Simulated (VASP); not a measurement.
A run of VASP 6.6.1 is set up as follows.

The input INCAR:

```
PREC = Accurate
ENCUT = 520
EDIFF = 1E-6
ISMEAR = 0
SIGMA = 0.01
LREAL = False
LASPH = True
NELM = 100
ALGO = Normal
ISIF = 2
LWAVE = False
LCHARG = False
GGA = CA
NBANDS = 18
```

File KPOINTS:

```
regular mesh
0
Gamma
  6 6 6
```

The input POSCAR:

```
HfO2
1.0
    0.0000000000      2.5141441666      2.5141441666
    2.5141441666      0.0000000000      2.5141441666
    2.5141441666      2.5141441666      0.0000000000
Hf O
1 2
Direct
    0.0000000000      0.0000000000      0.0000000000
    0.2500000000      0.2500000000      0.2500000000
    0.7500000000      0.7500000000      0.7500000000
```

Potentials or basis: VASP PAW LDA potentials, release 64 (Hf_pv, O).

The run is started by

```console
$ cat potpaw_LDA.64/Hf_pv/POTCAR potpaw_LDA.64/O/POTCAR > POTCAR
$ mpirun -np 1 vasp_std > vasp.out
```

Problem. Predict the pressure.

Solution. -7.6 GPa.

Problem. What does it give for the band gap on the k mesh?

Solution. 3.66 eV, direct.

Caveat: spin-orbit coupling is left out, which moves the levels of the heavy elements. A k mesh can miss the band edges.
